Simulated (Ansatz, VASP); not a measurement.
One calculation of Zn2CdS3, two programs

Contents of INCAR:

```
PREC = Accurate ; ENCUT = 520
EDIFF = 1E-6 ; ISMEAR = 0
SIGMA = 0.02 ; LREAL = F
LASPH = T ; NELM = 100
ALGO = Normal ; ISIF = 2
LWAVE = F ; LCHARG = T
GGA = PE ; LELF = T
LVHAR = T ; NBANDS = 36
```

File KPOINTS:

```
regular mesh
0
Gamma
  12 12 4
```

The input POSCAR:

```
Zn2CdS3
1.0
    3.9507636835     -0.0000000289      0.0000000000
   -1.9753818168      3.4214617287      0.0000000000
    0.0000000000      0.0000000000      9.7749151000
Zn Cd S
2 1 3
Direct
    0.3333333333      0.6666666667      0.9915450000
    0.6666666667      0.3333333333      0.6754090000
    0.0000000000      0.0000000000      0.3288580000
    0.3333333333      0.6666666667      0.7507530000
    0.6666666667      0.3333333333      0.4354840000
    0.0000000000      0.0000000000      0.0679500000
```

Input for Ansatz:

```yaml
crystal:
  lattice:
    - [3.9507636835, -2.89e-08, 0.0]
    - [-1.9753818168, 3.4214617287, 0.0]
    - [0.0, 0.0, 9.7749151]
  atoms:
    - { symbol: Zn, position: [0.3333333333, 0.6666666667, 0.991545] }
    - { symbol: Zn, position: [0.6666666667, 0.3333333333, 0.675409] }
    - { symbol: Cd, position: [0.0, 0.0, 0.328858] }
    - { symbol: S, position: [0.3333333333, 0.6666666667, 0.750753] }
    - { symbol: S, position: [0.6666666667, 0.3333333333, 0.435484] }
    - { symbol: S, position: [0.0, 0.0, 0.06795] }
basis:
  ecutwfc: 420
kpoints:
  mp_grid: { grid: [12, 12, 4] }
  band_path:
    path:
      - [[0.0, 0.0, 0.0], [0.5, 0.0, 0.0], [0.33333333, 0.33333333, 0.0], [0.0, 0.0, 0.0], [0.0, 0.0, 0.5], [0.5, 0.0, 0.5], [0.33333333, 0.33333333, 0.5], [0.0, 0.0, 0.5]]
      - [[0.5, 0.0, 0.5], [0.5, 0.0, 0.0]]
      - [[0.33333333, 0.33333333, 0.5], [0.33333333, 0.33333333, 0.0]]
    npoints: 14
hamiltonian:
  xc: pbe
scf:
  occupations: { method: gaussian, width: 0.02 }
  n_extra_bands: 15
output:
  forces: true
  stress: true
  eigenvalues: true
  populations: true
  dos: { projected: true, de: 0.02, nscf_kmesh: { grid: [18, 18, 6] } }
  bader: true
  write_density: true
  write_potential: true
  elf: true
  volumetric_format: npy
```

Alike in both runs: task single point; functional PBE; k mesh 12 × 12 × 4; occupations gaussian, width 0.02 eV; no spin polarisation.

|  | VASP | Ansatz |
| --- | --- | --- |
| version | VASP 6.6.1 | Ansatz 0.2.0 |
| potentials or method | VASP PAW PBE potentials, release 64 (Zn, Cd, S), cutoff 520 eV | scalar-relativistic, plane waves, PAW |
| valence electrons in the cell | 54 | 62 |

Ansatz gave:

```
gap on the k mesh at the Fermi level (eV) : 1.41
least direct gap on the mesh (eV)         : 1.41
pressure (GPa)                            : 0.0
rms of the force components (eV/Å)        : 0.002
```

Q: Which values does VASP return?

A: gap on the k mesh at the Fermi level (eV): 1.41; least direct gap on the mesh (eV): 1.41; pressure (GPa): 0.2; rms of the force components (eV/Å): 0.010.

Atom by atom the forces differ by 0.008 eV/Å (rms over components). The functional is the same, so the differences come from potentials, cutoffs and numerics. VASP's potentials hold 54 valence electrons a cell and Ansatz's 62, so a difference there can come from the potentials and not from the codes.
